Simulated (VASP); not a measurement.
NaF:

```xyz
2
Lattice="0.0389 2.3361 2.3361 2.3361 0.0389 2.3361 2.3361 2.3361 0.0389" Properties=species:S:1:pos:R:3 pbc="T T T"
Na    0.0000    0.0000    0.0000
F     2.3555    2.3555    2.3555
```

This cell differs from its parent crystal: strain along [111] +2.5%.

Base run:

```yaml
Program: VASP 6.6.1
Functional: PBE
Potentials_or_basis: VASP PAW PBE potentials, release 64 (Na_pv, F)
Cutoff: 520 eV
k_mesh: 10 × 10 × 10
Occupations: fermi-dirac, width 0.02 eV
Spin: no spin polarisation
```

Its results: band gap on the k mesh 6.28 eV, direct; pressure 2.0 GPa.

Problem. The run is repeated on the same cell with these changes: functional from PBE to r2SCAN; occupations from fermi-dirac, width 0.02 eV to gaussian, width 0.01 eV. What comes out?

Solution. Band gap on the k mesh 7.15 eV, direct; pressure -1.9 GPa.

Caveats: the PAW data sets were made with another functional, which shifts forces and pressure a little (some runs).

A k mesh can miss the band edges.
